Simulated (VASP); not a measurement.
PbSe:

```
Pb Se
1.0
     3.83412    0.00000    0.00000
     0.00000    3.83412    0.00000
     0.00000    0.00000    3.83412
Pb Se
1 1
Direct
  0.00000 0.00000 0.00000
  0.50000 0.50000 0.50000
```

This cell differs from its parent crystal: volume scaled by 1.04.

Base run:

| Property | Result |
| --- | --- |
| Program | VASP 6.6.1 |
| Functional | PBEsol |
| Potentials or basis | VASP PAW PBE potentials, release 64 (Pb_d, Se) |
| Cutoff | 520 eV |
| k mesh | 7 × 7 × 7 |
| Occupations | fermi-dirac, width 0.05 eV |
| Spin | no spin polarisation |

Its results: band gap on the k mesh zero (band 10 reaches 4.76 eV, above the bottom of band 11 at 4.65 eV); pressure -4.8 GPa.

**Question.** The run is repeated on the same cell with these changes: functional from PBEsol to HSE06; k mesh from 7 × 7 × 7 to 4 × 4 × 4. What comes out?

**Answer.** Band gap on the k mesh zero (band 10 reaches 4.59 eV, above the bottom of band 11 at 4.40 eV); pressure -2.9 GPa.

Several settings changed at once, so the effect can't be laid on one alone.

Caveats: some runs use coarse meshes; the PAW data sets were made with another functional, which shifts forces and pressure a little; spin-orbit coupling is left out, which moves the levels of the heavy elements.
